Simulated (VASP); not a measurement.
# Fe (Fm-3m) in VASP: notebook, part 3 of 3

VASP 6.6.1. Earlier steps stand in the parts before.

### 4 Single point, RPBE

INCAR

```
  ALGO = Normal
  EDIFF = 1E-6
  ENCUT = 520
  GGA = RP
  ISIF = 2
  ISMEAR = -1
  LASPH = True
  LCHARG = True
  LELF = True
  LREAL = False
  LVHAR = True
  LWAVE = False
  NBANDS = 10
  NELM = 100
  PREC = Accurate
  SIGMA = 0.1
```

KPOINTS

```
k-points
0
Gamma
  17 17 17
```

POSCAR

```
Fe
1.0
    0.0000000000      1.8047856539      1.8047856539
    1.8047856539      0.0000000000      1.8047856539
    1.8047856539      1.8047856539      0.0000000000
Fe
1
Direct
    0.0000000000      0.0000000000      0.0000000000
```

Potentials or basis: VASP PAW PBE potentials, release 64 (Fe).

On the command line:

```bash
> cat potpaw_PBE.64/Fe/POTCAR > POTCAR
> mpirun -np 1 vasp_std > vasp.out
```

OUTCAR:

```text
EDIFF = 1E-6
   ENCUT = 520
   GGA = RP
   ISIF = 2
   ISMEAR = -1
   LASPH = True
   LREAL = False
   NELM = 100
   PREC = Accurate

 ion  position               nearest neighbor table
   1  0.000  0.000  0.000-

  LATTYP: Found a face centered cubic cell.
 ALAT       =     3.6095713078

  Lattice vectors:

 A1 = (   0.0000000000,   1.8047856539,   1.8047856539)
 A2 = (   1.8047856539,   0.0000000000,   1.8047856539)
 A3 = (   1.8047856539,   1.8047856539,   0.0000000000)

Analysis of symmetry for initial positions (statically):
=====================================================================
 Subroutine PRICEL returns:
 Original cell was already a primitive cell.

 Routine SETGRP: Setting up the symmetry group for a
 face centered cubic supercell.

 Subroutine GETGRP returns: Found 48 space group operations
 (whereof 48 operations were pure point group operations)
 out of a pool of 48 trial point group operations.

The static configuration has the point symmetry O_h .

Analysis of symmetry for dynamics (positions and initial velocities):
=====================================================================
 Subroutine PRICEL returns:
 Original cell was already a primitive cell.

 Routine SETGRP: Setting up the symmetry group for a
 face centered cubic supercell.

 Subroutine GETGRP returns: Found 48 space group operations
 (whereof 48 operations were pure point group operations)
 out of a pool of 48 trial point group operations.

The dynamic configuration has the point symmetry O_h .

 Subroutine INISYM returns: Found 48 space group operations
 (whereof 48 operations are pure point group operations),
 and found     1 'primitive' translations

----------------------------------------------------------------------------------------

                                     Primitive cell

  volume of cell :      11.7573

  direct lattice vectors                    reciprocal lattice vectors
     0.000000000  1.804785654  1.804785654    -0.277041209  0.277041209  0.277041209
     1.804785654  0.000000000  1.804785654     0.277041209 -0.277041209  0.277041209
     1.804785654  1.804785654  0.000000000     0.277041209  0.277041209 -0.277041209

  length of vectors
     2.552352349  2.552352349  2.552352349     0.479849450  0.479849450  0.479849450

  position of ions in fractional coordinates (direct lattice)
     0.000000000  0.000000000  0.000000000

  ion indices of the primitive-cell ions
   primitive index   ion index
                 1           1

----------------------------------------------------------------------------------------

 KPOINTS: k-points

Automatic generation of k-mesh.
 Grid dimensions read from file:
 generate k-points for:   17   17   17

 Generating k-lattice:

  Cartesian coordinates                     Fractional coordinates (reciprocal lattice)
    -0.016296542  0.016296542  0.016296542     0.058823529  0.000000000  0.000000000
     0.016296542 -0.016296542  0.016296542     0.000000000  0.058823529  0.000000000
     0.016296542  0.016296542 -0.016296542     0.000000000  0.000000000  0.058823529

  Length of vectors
     0.028226438  0.028226438  0.028226438

  Shift w.r.t. Gamma in fractional coordinates (k-lattice)
     0.000000000  0.000000000  0.000000000

 Subroutine IBZKPT returns following result:
 ===========================================

 Found    165 irreducible k-points:

 Following reciprocal coordinates:
            Coordinates               Weight
  0.000000  0.000000  0.000000      1.000000
  0.058824  0.000000  0.000000      8.000000
  0.117647  0.000000  0.000000      8.000000
  0.176471  0.000000  0.000000      8.000000
  0.235294  0.000000  0.000000      8.000000
  0.294118  0.000000  0.000000      8.000000
[... 16 lines left out ...]
 -0.176471  0.058824  0.000000     24.000000
 -0.117647  0.058824  0.000000     24.000000
 [... further k-points ...]
   k-points           NKPTS =    165   k-points in BZ     NKDIM =    165   number of bands    NBANDS=     10
   number of dos      NEDOS =    301   number of ions     NIONS =      1
   total plane-waves  NPLWV =   8000
   dimension x,y,z NGX =    20 NGY =   20 NGZ =   20
   dimension x,y,z NGXF=    40 NGYF=   40 NGZF=   40
   ions per type =               1
   NGX,Y,Z   is equivalent  to a cutoff of  13.03, 13.03, 13.03 a.u.
   NGXF,Y,Z  is equivalent  to a cutoff of  26.05, 26.05, 26.05 a.u.
 SYSTEM =  unknown system
   PREC   = accura    normal or accurate (medium, high low for compatibility)
   ISTART =      0    job   : 0-new  1-cont  2-samecut
   ICHARG =      2    charge: 1-file 2-atom 10-const
   ISPIN  =      1    spin polarized calculation?
   LNONCOLLINEAR =      F non collinear calculations
   LSORBIT =      F    spin-orbit coupling
   LASPH  =      T    aspherical Exc in radial PAW
   ENCUT  =  520.0 eV  38.22 Ry    6.18 a.u.   4.75  4.75  4.75*2*pi/ulx,y,z
   NELM   =    100;   NELMIN=  2; NELMDL= -5     # of ELM steps
   EDIFF  = 0.1E-05   stopping-criterion for ELM
   LREAL  =      F    real-space projection
   EDIFFG = 0.1E-04   stopping-criterion for IOM
   NSW    =      0    number of steps for IOM
   IBRION =     -1    ionic relax: 0-MD 1-quasi-New 2-CG
   NFREE  =      0    steps in history (QN), initial steepest desc. (CG)
   ISIF   =      2    stress and relaxation
   ISYM   =      2    0-nonsym 1-usesym 2-fastsym
   POTIM  = 0.5000    time-step for ionic-motion
   TEBEG  =    0.0;   TEEND  =   0.0 temperature during run
   PSTRESS=    0.0 pullay stress
   NELECT =       8.0000    total number of electrons
   NUPDOWN=      -1.0000    fix difference up-down
   EMIN   =  10.00;   EMAX   =-10.00  energy-range for DOS
   EFERMI =   0.00;   METHOD = LEGACY
   ISMEAR =    -1;   SIGMA  =   0.10  broadening in eV -4-tet -1-fermi 0-gaus
   EFERMI_NEDOS =   21; number of points for ismear=-14 and -15
   IALGO  =     38    algorithm
   IMIX   =      4    mixing-type and parameters
     AMIX     =   0.40;   BMIX     =  1.00
     AMIX_MAG =   1.60;   BMIX_MAG =  1.00
  volume/ion in A,a.u.               =      11.76        79.34
  Fermi-wavevector in a.u.,A,eV,Ry     =   1.439912  2.721039 28.209581  2.073346
  Thomas-Fermi vector in A             =   2.558714
   LORBIT       =      0    0 simple, 1 ext, 2 COOP (PROOUT), +10 PAW based schemes
   GGA     = RP    functional components
   LHFCALC =     F    Hartree Fock is set to
   AEXX    =    0.0000 exact exchange contribution
   IVDW    =     0    specifies the selected vdW correction
   LEPSILON=     F    determine dielectric tensor
   LRPA    =     F    only Hartree local field effects (RPA)
 non-spin polarized calculation
  energy-cutoff  :      520.00
  volume of cell :       11.76
 maximum number of plane-waves:       331
   NGX =  9   NGY =  9   NGZ =  9

 number of electron       8.0000004 magnetization

 Free energy of the ion-electron system (eV)
  ---------------------------------------------------
  ext. energy  EPLUGINS =         0.00000000
  ---------------------------------------------------
  free energy    TOTEN  =        -7.43635877 eV

  energy without entropy =       -7.36388790  energy(sigma->0) =       -7.40012333

 E-fermi :   5.4802     XC(G=0): -12.8845

 val. band max:        5.4741270431   @ k =   0.2353   0.0000   0.0000
 cond. band min:       5.4837919169   @ k =   0.1765   0.0588   0.0000
 fundamental gap:      0.0096648738
 Fermi energy:         5.4801762604

 k-point     1 :       0.0000    0.0000    0.0000
  band No.  band energies     occupation
      1      -2.5733      2.00000
      2       4.1538      2.00000
      3       4.1538      2.00000
      4       4.1538      2.00000
      5       5.4099      1.33769
      6       5.4099      1.33769
      7      27.5725      0.00000
      8      32.1556      0.00000
      9      32.1556      0.00000
     10      32.1556      0.00000

 k-point     2 :       0.0588    0.0000    0.0000
  band No.  band energies     occupation
      1      -2.4411      2.00000
      2       4.1091      2.00000
      3       4.1891      2.00000
      4       4.1891      2.00000
      5       5.3935      1.40814
      6       5.3935      1.40814
      7      27.3438      0.00000
      8      30.5526      0.00000
      9      31.9295      0.00000
     10      31.9295      0.00000
[... 274 lines left out ...]
 k-point    24 :      -0.1176    0.0588    0.0000
  band No.  band energies     occupation
      1      -1.7575      2.00000
      2       3.8876      2.00000
      3       4.3468      1.99998
      4       4.3492      1.99998
      5       5.2344      1.84222
      6       5.4593      1.10406
      7      25.3244      0.00000
      8      27.6550      0.00000
      9      30.7396      0.00000
     10      32.7628      0.00000

 [... further k-points ...]
[... 5 lines left out ...]
  --------------------------------------------------------------------------------------
  -------------------------------------------------------------------------------------
  Total       -1.6775984     -1.6775984     -1.6775984      0.0000000      0.0000000      0.0000000
  in kB     -228.6081397   -228.6081397   -228.6081397      0.0000000      0.0000000      0.0000000
  external PRESSURE =    -228.6081397 kB  Pullay stress =       0.0000000 kB

 VOLUME and BASIS-vectors are now :
 -----------------------------------------------------------------------------
  energy-cutoff  :      520.00
  volume of cell :       11.76
      direct lattice vectors                 reciprocal lattice vectors
     0.000000000  1.804785654  1.804785654    -0.277041209  0.277041209  0.277041209
     1.804785654  0.000000000  1.804785654     0.277041209 -0.277041209  0.277041209
     1.804785654  1.804785654  0.000000000     0.277041209  0.277041209 -0.277041209

 POSITION                                       TOTAL-FORCE (eV/Angst)
 -----------------------------------------------------------------------------------
      0.00000      0.00000      0.00000         0.000000      0.000000     -0.000000
 -----------------------------------------------------------------------------------
    total drift:                               -0.000000     -0.000000     -0.000000

  FREE ENERGIE OF THE ION-ELECTRON SYSTEM (eV)
  ---------------------------------------------------
  free  energy   TOTEN  =        -7.4363587673 eV

  energy  without entropy=       -7.3638878992  energy(sigma->0) =       -7.40012333
```

It took 44 s on 1 thread of AMD EPYC 7R13, shared host; peak memory 0.11 GiB.

What came out:

```
Free energy            : -7.4364 eV
Pressure               : -22.9 GPa
Band gap on the k mesh : zero (band 4 reaches 6.47 eV, above the bottom of band 5 at 4.86 eV)
```

Levels at points of the mesh, in eV from the Fermi level:
```csv
k point,band 1,band 2,band 3,band 4,band 5,band 6,band 7,band 8
"(0.00, 0.00, 0.00)",-8.05,-1.33,-1.33,-1.33,-0.07,-0.07,22.09,26.68
```

Caveat: the PAW data sets were made with another functional, which shifts forces and pressure a little; the run has no spin polarisation, though such a crystal can be magnetic. Spin polarisation is off, so any magnetic state and its effect on volume and gap are missing.

### 5 Relaxation of cell and atoms, RPBE

This run uses another cell than the first one, of 11.78 Å³/atom, 1.079 times its volume.

INCAR

```
SYSTEM = Fe
ALGO = Normal ; EDIFF = 1E-7
EDIFFG = -0.01 ; ENCUT = 600
GGA = RP ; IBRION = 2
ISIF = 3 ; ISMEAR = -1
LASPH = .TRUE. ; LCHARG = .FALSE.
LREAL = .FALSE. ; LWAVE = .FALSE.
NELM = 60 ; NSW = 80
PREC = Accurate ; SIGMA = 0.1
```

KPOINTS

```
k-points
0
G
  15 15 15
  0 0 0
```

POSCAR

```
Fe
1.0
    0.0000000000      1.8057818448      1.8057818448
    1.8057818448      0.0000000000      1.8057818448
    1.8057818448      1.8057818448      0.0000000000
Fe
1
Direct
    0.0000000000      0.0000000000      0.0000000000
```

On the command line:

```bash
> cat potpaw_PBE.64/Fe/POTCAR > POTCAR
> mpirun -np 1 vasp_std > vasp.out
```

It took 2 min on 1 thread of AMD EPYC 7R13, shared host; peak memory 0.11 GiB.

It converged, with:

- Free energy: -7.5400 eV
- Relaxed volume: 10.47 Å³/atom
- Relaxed cell: a = 2.456 Å, b = 2.456 Å, c = 2.456 Å, α = 60.00°, β = 60.00°, γ = 60.00°
- Space group after relaxing (to 0.05 Å): Fm-3m (No. 225)
- Energy gained by relaxing: 105.8 meV/atom
- Ionic steps: 7
- Pressure after relaxing: 0.0 GPa
- Band gap on the k mesh: zero (band 4 reaches 7.85 eV, above the bottom of band 5 at 5.87 eV)

Step by step:
| step | energy change (eV) | largest force (eV/Å) | pressure (GPa) | volume (Å³) |
| --- | --- | --- | --- | --- |
| 1 | 0.0000 | 0.0000 | -23.22 | 11.78 |
| 2 | 0.0861 | 0.0000 | 51.18 | 9.10 |
| 3 | -0.1057 | 0.0000 | -0.96 | 10.51 |
| 4 | -0.1058 | 0.0000 | -0.18 | 10.48 |
| 5 | -0.1058 | 0.0000 | 0.44 | 10.46 |
| 6 | -0.1058 | 0.0000 | -0.53 | 10.50 |
| 7 | -0.1058 | 0.0000 | 0.03 | 10.47 |

Final structure:
```
CELL_PARAMETERS angstrom
0.00000 1.73654 1.73654
1.73654 0.00000 1.73654
1.73654 1.73654 0.00000
ATOMIC_POSITIONS crystal
Fe 0.00000 0.00000 0.00000
```

Levels at points of the mesh, in eV from the Fermi level:
```tsv
k point	band 1	band 2	band 3	band 4	band 5	band 6	band 7	band 8
(0.00, 0.00, 0.00)	-8.70	-1.56	-1.56	-1.56	-0.07	-0.07	23.08	28.47
```

Caveat: the PAW data sets were made with another functional, which shifts forces and pressure a little; the run has no spin polarisation, though such a crystal can be magnetic. Spin polarisation is off, so any magnetic state and its effect on volume and gap are missing.

### 6 Single point, RPBE

This run uses another cell than the first one, of 10.50 Å³/atom, 0.962 times its volume.

INCAR

```
SYSTEM = Fe
ALGO = Normal
EDIFF = 1E-6
ENCUT = 520
GGA = RP
ISIF = 2
ISMEAR = -1
LASPH = .True.
LCHARG = .True.
LELF = .True.
LREAL = .False.
LVHAR = .True.
LWAVE = .False.
NBANDS = 10
NELM = 80
PREC = Accurate
SIGMA = 0.1
```

KPOINTS

```
k-points
0
Gamma
  25 25 25
  0 0 0
```

POSCAR

```
Fe
1.0
    0.0000000000      1.7378793490      1.7378793490
    1.7378793490      0.0000000000      1.7378793490
    1.7378793490      1.7378793490      0.0000000000
Fe
1
Direct
    0.0000000000      0.0000000000      0.0000000000
```

Potentials or basis: VASP PAW PBE potentials, release 64 (Fe).

On the command line:

```bash
> cat potpaw_PBE.64/Fe/POTCAR > POTCAR
> mpirun -np 1 vasp_std > vasp.out
```

It took 89 s on 1 thread of AMD EPYC 7R13, shared host; peak memory 0.13 GiB.

The run converged. Its results:

```
Free energy            : -7.5390 eV
Pressure               : -0.5 GPa
Band gap on the k mesh : zero (band 4 reaches 7.85 eV, above the bottom of band 5 at 5.85 eV)
```

Levels at points of the mesh, in eV from the Fermi level:
```tsv
k point	band 1	band 2	band 3	band 4	band 5	band 6	band 7	band 8
(0.00, 0.00, 0.00)	-8.69	-1.56	-1.56	-1.56	-0.08	-0.08	23.06	28.43
```

Caveat: the PAW data sets were made with another functional, which shifts forces and pressure a little; the run has no spin polarisation, though such a crystal can be magnetic. Spin polarisation is off, so any magnetic state and its effect on volume and gap are missing.

### 7 Single point, RPBE, collinear spin, ferromagnetic start

This run uses another cell than the first one, of 12.46 Å³/atom, 1.141 times its volume.

INCAR

```
SYSTEM = Fe
PREC = Accurate
ENCUT = 520
EDIFF = 1E-7
ISMEAR = -1
SIGMA = 0.05
LREAL = .FALSE.
LASPH = .TRUE.
NELM = 150
ALGO = Normal
ISIF = 2
LWAVE = .FALSE.
LCHARG = .FALSE.
ISPIN = 2
MAGMOM = 2.709
LORBIT = 11
LMAXMIX = 4
GGA = RP
NBANDS = 14
```

KPOINTS

```
regular mesh
0
G
  24 24 24
  0 0 0
```

POSCAR

```
Fe
1.0
    0.0000000000      1.8401180091      1.8401180091
    1.8401180091      0.0000000000      1.8401180091
    1.8401180091      1.8401180091      0.0000000000
Fe
1
Direct
    0.0000000000      0.0000000000      0.0000000000
```

On the command line:

```bash
> cat potpaw_PBE.64/Fe/POTCAR > POTCAR
> mpirun -np 1 vasp_std > vasp.out
```

It took 99 s on 1 thread of Intel Xeon Platinum 8488C (Sapphire Rapids), shared host; peak memory 0.22 GiB.

The run converged. Its results:

- Free energy: -7.6375 eV
- Pressure: -0.2 GPa
- Net moment: 2.65 μB per cell
- Site moments: Fe +2.65 μB
- Valence electrons inside the program's atomic spheres: Fe 7.08

Levels at points of the mesh, in eV from the Fermi level:
Spin up:
| k point | band 3 | band 4 | band 5 | band 6 | band 7 | band 8 |
| --- | --- | --- | --- | --- | --- | --- |
| (0.00, 0.00, 0.00) | -2.52 | -2.52 | -1.63 | -1.63 | 21.40 | 25.22 |
| (0.50, 0.00, 0.00) | -2.68 | -0.75 | -0.75 | -0.18 | 5.61 | 20.05 |
| (0.50, 0.50, 0.00) | -0.90 | -0.48 | -0.48 | 2.36 | 8.78 | 13.67 |
Spin down:
| k point | band 1 | band 2 | band 3 | band 4 | band 5 | band 6 | band 7 | band 8 |
| --- | --- | --- | --- | --- | --- | --- | --- | --- |
| (0.00, 0.00, 0.00) | -8.05 | -0.05 | -0.05 | -0.05 | 1.52 | 1.52 | 20.90 | 25.55 |
| (0.50, 0.00, 0.00) | -3.35 | -0.13 | 0.00 | 0.00 | 2.25 | 2.25 | 7.31 | 19.58 |
| (0.50, 0.50, 0.00) | -3.03 | -2.31 | 2.36 | 2.36 | 2.38 | 2.51 | 10.33 | 14.08 |

Caveat: the PAW data sets were made with another functional, which shifts forces and pressure a little.

### 8 Summary

| task | spin | cell | k mesh | cutoff (eV) | smearing | gap on the mesh (eV) | pressure (GPa) |
| --- | --- | --- | --- | --- | --- | --- | --- |
| single point | off | a = 2.490 Å, angles 60.0°, 1 atom | 17 × 17 × 17 | 520 | fermi-dirac 0.1 eV | none | -9.7 |
| single point | off | a = 2.522 Å, angles 60.0°, 1 atom | 17 × 17 × 17 | 520 | fermi-dirac 0.1 eV | none | -17.0 |
| single point | off | a = 2.552 Å, angles 60.0°, 1 atom | 17 × 17 × 17 | 520 | fermi-dirac 0.1 eV | none | -22.9 |
| relaxation of cell and atoms | off | relaxed from a = 2.554 Å, angles 60.0°, 1 atom | 15 × 15 × 15 | 600 | fermi-dirac 0.1 eV | none | 0.0 |
| single point | off | a = 2.458 Å, angles 60.0°, 1 atom | 25 × 25 × 25 | 520 | fermi-dirac 0.1 eV | none | -0.5 |
| single point | collinear, ferromagnetic start | a = 2.602 Å, angles 60.0°, 1 atom | 24 × 24 × 24 | 520 | fermi-dirac 0.05 eV | none | -0.2 |

Alike in all rows: level RPBE; potentials or basis VASP PAW PBE potentials, release 64 (Fe).

Caveats: the PAW data sets were made with another functional, which shifts forces and pressure a little.

Absolute energies hang on the potentials; compare differences alone.
